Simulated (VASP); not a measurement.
Input of a VASP 6.6.1 run:

POSCAR

```
KCl
1.0
    0.0000000000      3.0093042049      3.0093042049
    3.0093042049      0.0000000000      3.0093042049
    3.0093042049      3.0093042049      0.0000000000
K Cl
1 1
Direct
    0.0000000000      0.0000000000      0.0000000000
    0.5000000000      0.5000000000      0.5000000000
```

The input INCAR.step1:

```
PREC     = Accurate       # precision mode
ENCUT    = 520            # plane-wave cutoff, eV
ISMEAR   = 0              # smearing method
SIGMA    = 0.01           # smearing width, eV
LREAL    = False          # projectors in reciprocal space
LASPH    = True           # aspherical terms in the spheres
NELM     = 100            # most SCF steps
NBANDS   = 15             # bands
GGA      = PE             # functional
ALGO     = Normal         # electronic algorithm
EDIFF    = 1E-4           # SCF threshold, eV
LWAVE    = True           # write WAVECAR
LCHARG   = False          # write CHGCAR
```

Contents of INCAR.step2:

```
PREC     = Accurate       # precision mode
ENCUT    = 520            # plane-wave cutoff, eV
EDIFF    = 1E-6           # SCF threshold, eV
ISMEAR   = 0              # smearing method
SIGMA    = 0.01           # smearing width, eV
LREAL    = False          # projectors in reciprocal space
LASPH    = True           # aspherical terms in the spheres
NELM     = 100            # most SCF steps
ALGO     = Normal         # electronic algorithm
ISIF     = 2              # what is computed and relaxed
LWAVE    = False          # write WAVECAR
LCHARG   = False          # write CHGCAR
METAGGA  = R2SCAN         # meta-GGA
LMIXTAU  = True         
NBANDS   = 15             # bands
ISTART   = 1
```

KPOINTS

```
Automatic mesh
0
Gamma
  8 8 8
```

Potentials or basis: VASP PAW PBE potentials, release 64 (K_sv, Cl).

Command:

```sh
$ cat potpaw_PBE.64/K_sv/POTCAR potpaw_PBE.64/Cl/POTCAR > POTCAR
$ cp INCAR.step1 INCAR
$ mpirun -np 1 vasp_std > vasp.out
$ cp INCAR.step2 INCAR
$ mpirun -np 1 vasp_std > vasp.out
```

(1) Estimate the band gap on the k mesh.

(2) Predict the pressure.

Results:

(1) 6.35 eV.

(2) 3.6 GPa.

Caveat: the cell differs from its parent crystal (strain -4.3%); the cell stands under pressure; the PAW data sets were made with another functional, which shifts forces and pressure a little.
